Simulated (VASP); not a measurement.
# MgI2 (P-3m1) in VASP: a series of runs, part 2 of 2

VASP 6.6.1. The steps go on from the part before.

### Step 3. Single point, PBEsol (uniaxial strain along c: -4.5 %)

Contents of INCAR:

```
ALGO     = Normal         # electronic algorithm
EDIFF    = 1E-7           # SCF threshold, eV
ENCUT    = 520            # plane-wave cutoff, eV
GGA      = PS             # functional
ISIF     = 2              # what is computed and relaxed
ISMEAR   = 0              # smearing method
LASPH    = T              # aspherical terms in the spheres
LCHARG   = T              # write CHGCAR
LELF     = T              # ELF
LREAL    = F              # projectors in reciprocal space
LVHAR    = T            
LWAVE    = F              # write WAVECAR
NBANDS   = 15             # bands
NELM     = 100            # most SCF steps
PREC     = Accurate       # precision mode
SIGMA    = 0.02           # smearing width, eV
```

Contents of KPOINTS:

```
k-points
0
Gamma
  6 6 4
```

Contents of POSCAR:

```
MgI2
1.0
    4.1771961940      0.0000000000      0.0000000000
   -2.0885980970      3.6175580206      0.0000000000
    0.0000000000      0.0000000000      6.7082401670
Mg I
1 2
Direct
    0.0000000000      0.0000000000      0.0000000000
    0.3333333278      0.6666666722      0.7564948484
    0.6666666722      0.3333333278      0.2435051516
```

Potentials or basis: VASP PAW PBE potentials, release 64 (Mg, I).

The run is started by

```sh
> cat potpaw_PBE.64/Mg/POTCAR potpaw_PBE.64/I/POTCAR > POTCAR
> mpirun -np 1 vasp_std > vasp.out
```

OUTCAR:

```text
EDIFF = 1E-7
   ENCUT = 520
   GGA = PS
   ISIF = 2
   ISMEAR = 0
   LASPH = T
   LREAL = F
   NELM = 100
   PREC = Accurate

 ion  position               nearest neighbor table
   1  0.000  0.000  0.000-   2 2.91   3 2.91   3 2.91   2 2.91   3 2.91   2 2.91
   2  0.333  0.667  0.756-   1 2.91   1 2.91   1 2.91
   3  0.667  0.333  0.244-   1 2.91   1 2.91   1 2.91

  LATTYP: Found a hexagonal cell.
 ALAT       =     4.1771961940
 C/A-ratio  =     1.6059193429

  Lattice vectors:

 A1 = (   4.1771961940,   0.0000000000,   0.0000000000)
 A2 = (  -2.0885980970,   3.6175580206,   0.0000000000)
 A3 = (   0.0000000000,   0.0000000000,   6.7082401670)

Analysis of symmetry for initial positions (statically):
=====================================================================
 Subroutine PRICEL returns:
 Original cell was already a primitive cell.

 Routine SETGRP: Setting up the symmetry group for a
 hexagonal supercell.

 Subroutine GETGRP returns: Found 12 space group operations
 (whereof 12 operations were pure point group operations)
 out of a pool of 24 trial point group operations.

The static configuration has the point symmetry D_3d.

Analysis of symmetry for dynamics (positions and initial velocities):
=====================================================================
 Subroutine PRICEL returns:
 Original cell was already a primitive cell.

 Routine SETGRP: Setting up the symmetry group for a
 hexagonal supercell.

 Subroutine GETGRP returns: Found 12 space group operations
 (whereof 12 operations were pure point group operations)
 out of a pool of 24 trial point group operations.

The dynamic configuration has the point symmetry D_3d.

 Subroutine INISYM returns: Found 12 space group operations
 (whereof 12 operations are pure point group operations),
 and found     1 'primitive' translations

----------------------------------------------------------------------------------------

                                     Primitive cell

  volume of cell :     101.3699

  direct lattice vectors                    reciprocal lattice vectors
     4.177196194  0.000000000  0.000000000     0.239395028  0.138214784  0.000000000
    -2.088598097  3.617558021  0.000000000     0.000000000  0.276429568  0.000000000
     0.000000000  0.000000000  6.708240167     0.000000000  0.000000000  0.149070393

  length of vectors
     4.177196194  4.177196194  6.708240167     0.276429568  0.276429568  0.149070393

  position of ions in fractional coordinates (direct lattice)
     0.000000000  0.000000000  0.000000000
     0.333333328  0.666666672  0.756494848
     0.666666672  0.333333328  0.243505152

  ion indices of the primitive-cell ions
   primitive index   ion index
                 1           1
                 2           2
                 3           3

----------------------------------------------------------------------------------------

 KPOINTS: k-points

Automatic generation of k-mesh.
[... 27 lines left out ...]
  0.166667  0.166667  0.000000      6.000000
  0.333333  0.166667  0.000000     12.000000
[... 16 lines left out ...]
  0.333333  0.166667  0.500000     12.000000
  0.333333  0.333333  0.500000      2.000000
   k-points           NKPTS =     24   k-points in BZ     NKDIM =     24   number of bands    NBANDS=     15
   number of dos      NEDOS =    301   number of ions     NIONS =      3
   total plane-waves  NPLWV =  51200
   dimension x,y,z NGX =    32 NGY =   32 NGZ =   50
   dimension x,y,z NGXF=    64 NGYF=   64 NGZF=  100
   ions per type =               1   2
   NGX,Y,Z   is equivalent  to a cutoff of  12.74, 12.74, 12.39 a.u.
   NGXF,Y,Z  is equivalent  to a cutoff of  25.47, 25.47, 24.78 a.u.
 SYSTEM =  unknown system
   PREC   = accura    normal or accurate (medium, high low for compatibility)
   ISTART =      0    job   : 0-new  1-cont  2-samecut
   ICHARG =      2    charge: 1-file 2-atom 10-const
   ISPIN  =      1    spin polarized calculation?
   LNONCOLLINEAR =      F non collinear calculations
   LSORBIT =      F    spin-orbit coupling
   LASPH  =      T    aspherical Exc in radial PAW
   ENCUT  =  520.0 eV  38.22 Ry    6.18 a.u.   7.77  7.77 12.47*2*pi/ulx,y,z
   NELM   =    100;   NELMIN=  2; NELMDL= -5     # of ELM steps
   EDIFF  = 0.1E-06   stopping-criterion for ELM
   LREAL  =      F    real-space projection
   EDIFFG = 0.1E-05   stopping-criterion for IOM
   NSW    =      0    number of steps for IOM
   IBRION =     -1    ionic relax: 0-MD 1-quasi-New 2-CG
   NFREE  =      0    steps in history (QN), initial steepest desc. (CG)
   ISIF   =      2    stress and relaxation
   ISYM   =      2    0-nonsym 1-usesym 2-fastsym
   POTIM  = 0.5000    time-step for ionic-motion
   TEBEG  =    0.0;   TEEND  =   0.0 temperature during run
   PSTRESS=    0.0 pullay stress
   NELECT =      16.0000    total number of electrons
   NUPDOWN=      -1.0000    fix difference up-down
   EMIN   =  10.00;   EMAX   =-10.00  energy-range for DOS
   EFERMI =   0.00;   METHOD = LEGACY
   ISMEAR =     0;   SIGMA  =   0.02  broadening in eV -4-tet -1-fermi 0-gaus
   EFERMI_NEDOS =   21; number of points for ismear=-14 and -15
   IALGO  =     38    algorithm
   IMIX   =      4    mixing-type and parameters
     AMIX     =   0.40;   BMIX     =  1.00
     AMIX_MAG =   1.60;   BMIX_MAG =  1.00
  volume/ion in A,a.u.               =      33.79       228.03
  Fermi-wavevector in a.u.,A,eV,Ry     =   0.884732  1.671901 10.649975  0.782751
  Thomas-Fermi vector in A             =   2.005672
   LORBIT       =      0    0 simple, 1 ext, 2 COOP (PROOUT), +10 PAW based schemes
   GGA     = PS    functional components
   LHFCALC =     F    Hartree Fock is set to
   AEXX    =    0.0000 exact exchange contribution
   IVDW    =     0    specifies the selected vdW correction
   LEPSILON=     F    determine dielectric tensor
   LRPA    =     F    only Hartree local field effects (RPA)
 non-spin polarized calculation
 Gauss-broadening in eV      SIGMA  =   0.02
  energy-cutoff  :      520.00
  volume of cell :      101.37
 maximum number of plane-waves:      2748
 NGX is ok and might be reduce to    32
   NGX = 15   NGY = 15   NGZ = 25

 number of electron      15.9999999 magnetization

 Free energy of the ion-electron system (eV)
  ---------------------------------------------------
  ext. energy  EPLUGINS =         0.00000000
  ---------------------------------------------------
  free energy    TOTEN  =        -8.41139176 eV

  energy without entropy =       -8.41139176  energy(sigma->0) =       -8.41139176

 E-fermi :   2.6139     XC(G=0):  -8.4301

 val. band max:        2.4723660572   @ k =   0.0000   0.0000   0.0000
 cond. band min:       5.7826637051   @ k =   0.5000   0.0000   0.2500
 fundamental gap:      3.3102976479
 Fermi energy:         2.6138513905

 k-point     1 :       0.0000    0.0000    0.0000
  band No.  band energies     occupation
      1      -9.8266      2.00000
      2      -9.0406      2.00000
      3      -1.2657      2.00000
      4       1.7664      2.00000
      5       1.7664      2.00000
      6       2.1961      2.00000
      7       2.1961      2.00000
      8       2.4724      2.00000
      9       5.8913      0.00000
     10       6.8709      0.00000
     11       8.8807      0.00000
     12       8.8807      0.00000
     13       9.8977      0.00000
     14      10.3614      0.00000
[... 401 lines left out ...]
      2      -8.9240      2.00000
      3      -0.9090      2.00000
      4      -0.5518      2.00000
      5      -0.5518      2.00000
      6       0.0686      2.00000
      7       1.8563      2.00000
      8       1.8563      2.00000
      9       7.2337      0.00000
     10       8.0924      0.00000
     11       8.0924      0.00000
     12       9.6597      0.00000
     13      10.4410      0.00000
     14      10.7515      0.00000
     15      10.9482      0.00000

------------------------ aborting loop because EDIFF is reached ----------------------------------------

  FORCE on cell =-STRESS in cart. coord.  units (eV):
  Direction    XX          YY          ZZ          XY          YZ          ZX
  --------------------------------------------------------------------------------------
  -------------------------------------------------------------------------------------
  Total       -0.2261192     -0.2261192      0.4532776      0.0000000      0.0000000      0.0000000
  in kB       -3.5738725     -3.5738725      7.1641697      0.0000000      0.0000000      0.0000000
  external PRESSURE =       0.0054749 kB  Pullay stress =       0.0000000 kB

 VOLUME and BASIS-vectors are now :
 -----------------------------------------------------------------------------
  energy-cutoff  :      520.00
  volume of cell :      101.37
      direct lattice vectors                 reciprocal lattice vectors
     4.177196194  0.000000000  0.000000000     0.239395028  0.138214784  0.000000000
    -2.088598097  3.617558021  0.000000000     0.000000000  0.276429568  0.000000000
     0.000000000  0.000000000  6.708240167     0.000000000  0.000000000  0.149070393

 POSITION                                       TOTAL-FORCE (eV/Angst)
 -----------------------------------------------------------------------------------
      0.00000      0.00000      0.00000        -0.000000      0.000000      0.000000
     -0.00000      2.41171      5.07475         0.000000      0.000000     -0.043925
      2.08860      1.20585      1.63349        -0.000000      0.000000      0.043925
 -----------------------------------------------------------------------------------
    total drift:                               -0.000000      0.000000     -0.000000

  FREE ENERGIE OF THE ION-ELECTRON SYSTEM (eV)
  ---------------------------------------------------
  free  energy   TOTEN  =        -8.4113917610 eV

  energy  without entropy=       -8.4113917610  energy(sigma->0) =       -8.41139176
```

It took 18 s on 1 thread of Intel Xeon 6975P-C (Granite Rapids), shared host; peak memory 0.23 GiB.

Results:

- Free energy: -8.4114 eV
- Pressure: 0.0 GPa
- Largest force: 0.044 eV/Å
- Band gap on the k mesh: 3.31 eV, indirect (least direct gap 3.42 eV)

Forces in eV/Å, atoms in the order of the input:
```
Mg   0.000  0.000  0.000
I    0.000  0.000 -0.044
I    0.000  0.000  0.044
```

Stress tensor (GPa, compression positive):
```
-0.36  0.00  0.00
 0.00 -0.36  0.00
 0.00  0.00  0.72
```

Caveat: the cell differs from its parent crystal (uniaxial strain along c: -4.5 %); the PAW data sets were made with another functional, which shifts forces and pressure a little; spin-orbit coupling is left out, which moves the levels of the heavy elements; this functional lacks dispersion, which binds the layers, so the pressure and a relaxed spacing across them are unreliable.

### Step 4. Single point, PBEsol (uniaxial strain along c: -1.5 %)

Contents of INCAR:

```
SYSTEM = MgI2
PREC     = Accurate       ! precision mode
ENCUT    = 520            ! plane-wave cutoff, eV
EDIFF    = 1E-6           ! SCF threshold, eV
ISMEAR   = 0              ! smearing method
SIGMA    = 0.02           ! smearing width, eV
LREAL    = .False.        ! projectors in reciprocal space
LASPH    = .True.         ! aspherical terms in the spheres
NELM     = 80             ! most SCF steps
ALGO     = Normal         ! electronic algorithm
ISIF     = 2              ! what is computed and relaxed
LWAVE    = .False.        ! write WAVECAR
LCHARG   = .False.        ! write CHGCAR
GGA      = PS             ! functional
NBANDS   = 15             ! bands
```

Contents of KPOINTS:

```
regular mesh
0
Gamma
  6 6 4
  0 0 0
```

Contents of POSCAR:

```
MgI2
1.0
    4.1462157526      0.0000000000      0.0000000000
   -2.0731078763      3.5907281713      0.0000000000
    0.0000000000      0.0000000000      6.9189702246
Mg I
1 2
Direct
    0.0000000000      0.0000000000      0.0000000000
    0.3333333333      0.6666666667      0.7625121855
    0.6666666667      0.3333333333      0.2374878145
```

Potentials or basis: VASP PAW PBE potentials, release 64 (Mg, I).

The run is started by

```sh
> cat potpaw_PBE.64/Mg/POTCAR potpaw_PBE.64/I/POTCAR > POTCAR
> mpirun -np 1 vasp_std > vasp.out
```

OUTCAR:

```text
SYSTEM = MgI2
   PREC = Accurate
   ENCUT = 520
   EDIFF = 1E-6
   ISMEAR = 0
   LREAL = .False.
   LASPH = .True.
   NELM = 80
   ISIF = 2
   GGA = PS

 ion  position               nearest neighbor table
   1  0.000  0.000  0.000-   2 2.90   3 2.90   2 2.90   3 2.90   3 2.90   2 2.90
   2  0.333  0.667  0.763-   1 2.90   1 2.90   1 2.90
   3  0.667  0.333  0.237-   1 2.90   1 2.90   1 2.90

  LATTYP: Found a hexagonal cell.
 ALAT       =     4.1462157526
 C/A-ratio  =     1.6687434127

  Lattice vectors:

 A1 = (   4.1462157526,   0.0000000000,   0.0000000000)
 A2 = (  -2.0731078763,   3.5907281713,   0.0000000000)
 A3 = (   0.0000000000,   0.0000000000,   6.9189702246)

Analysis of symmetry for initial positions (statically):
=====================================================================
 Subroutine PRICEL returns:
 Original cell was already a primitive cell.

 Routine SETGRP: Setting up the symmetry group for a
 hexagonal supercell.

 Subroutine GETGRP returns: Found 12 space group operations
 (whereof 12 operations were pure point group operations)
 out of a pool of 24 trial point group operations.

[... 180 lines left out ...]
      8       2.1539      2.00000
      9       5.8178      0.00000
     10       6.8101      0.00000
     11       8.7904      0.00000
     12       8.7904      0.00000
     13       9.5180      0.00000
     14      10.2218      0.00000
[... 401 lines left out ...]
      2      -9.0674      2.00000
      3      -1.0943      2.00000
      4      -0.6554      2.00000
      5      -0.6554      2.00000
      6      -0.0597      2.00000
      7       1.6015      2.00000
      8       1.6015      2.00000
      9       7.0231      0.00000
     10       7.9264      0.00000
     11       7.9264      0.00000
     12       9.4714      0.00000
     13      10.4514      0.00000
     14      10.5977      0.00000
     15      10.8421      0.00000

------------------------ aborting loop because EDIFF is reached ----------------------------------------

  FORCE on cell =-STRESS in cart. coord.  units (eV):
  Direction    XX          YY          ZZ          XY          YZ          ZX
  --------------------------------------------------------------------------------------
  -------------------------------------------------------------------------------------
  Total        0.0073172      0.0073172      0.3394424      0.0000000      0.0000000      0.0000000
  in kB        0.1138095      0.1138095      5.2795968      0.0000000      0.0000000      0.0000000
  external PRESSURE =       1.8357386 kB  Pullay stress =       0.0000000 kB

 VOLUME and BASIS-vectors are now :
 -----------------------------------------------------------------------------
  energy-cutoff  :      520.00
  volume of cell :      103.01
      direct lattice vectors                 reciprocal lattice vectors
     4.146215753  0.000000000  0.000000000     0.241183783  0.139247522  0.000000000
    -2.073107876  3.590728171  0.000000000     0.000000000  0.278495044  0.000000000
     0.000000000  0.000000000  6.918970225     0.000000000  0.000000000  0.144530178

 POSITION                                       TOTAL-FORCE (eV/Angst)
 -----------------------------------------------------------------------------------
      0.00000      0.00000      0.00000        -0.000000      0.000000      0.000000
     -0.00000      2.39382      5.27580         0.000000     -0.000000     -0.087489
      2.07311      1.19691      1.64317        -0.000000      0.000000      0.087489
 -----------------------------------------------------------------------------------
    total drift:                               -0.000000      0.000000     -0.000000

  FREE ENERGIE OF THE ION-ELECTRON SYSTEM (eV)
  ---------------------------------------------------
  free  energy   TOTEN  =        -8.4196927924 eV

  energy  without entropy=       -8.4196927924  energy(sigma->0) =       -8.41969279
```

It took 15 s on 1 thread of Intel Xeon 6975P-C (Granite Rapids), shared host; peak memory 0.23 GiB.

Results:

```
Free energy            : -8.4197 eV
Pressure               : 0.2 GPa
Largest force          : 0.087 eV/Å
Band gap on the k mesh : 3.51 eV, indirect (least direct gap 3.66 eV)
```

Forces in eV/Å, atoms in the order of the input:
```
Mg   0.000  0.000  0.000
I    0.000  0.000 -0.087
I    0.000  0.000  0.087
```

Stress tensor (GPa, compression positive):
```
0.01 0.00 0.00
0.00 0.01 0.00
0.00 0.00 0.53
```

Caveat: the cell differs from its parent crystal (uniaxial strain along c: -1.5 %); the PAW data sets were made with another functional, which shifts forces and pressure a little; spin-orbit coupling is left out, which moves the levels of the heavy elements; this functional lacks dispersion, which binds the layers, so the pressure and a relaxed spacing across them are unreliable. A k mesh can miss the band edges.

### Step 5. The runs side by side

| cell | gap on the mesh (eV) | pressure (GPa) | largest force (eV/Å) |
| --- | --- | --- | --- |
| a = 4.162, b = 4.162, c = 6.814 Å, angles 90.0, 90.0, 120.0°, 3 atoms | 3.41 | 0.1 | 0.06 |
| a = 4.177, b = 4.177, c = 6.708 Å, angles 90.0, 90.0, 120.0°, 3 atoms | 3.31 | 0.0 | 0.04 |
| a = 4.146, b = 4.146, c = 6.919 Å, angles 90.0, 90.0, 120.0°, 3 atoms | 3.51 | 0.2 | 0.09 |

Alike in all rows: task single point; level PBEsol; potentials or basis VASP PAW PBE potentials, release 64 (Mg, I); no spin polarisation; k mesh 6 × 6 × 4; cutoff (eV) 520; smearing gaussian 0.02 eV.

Caveats: the PAW data sets were made with another functional, which shifts forces and pressure a little; spin-orbit coupling is left out, which moves the levels of the heavy elements; this functional lacks dispersion, which binds the layers, so the pressure and a relaxed spacing across them are unreliable.

Absolute energies hang on the potentials; compare differences alone.
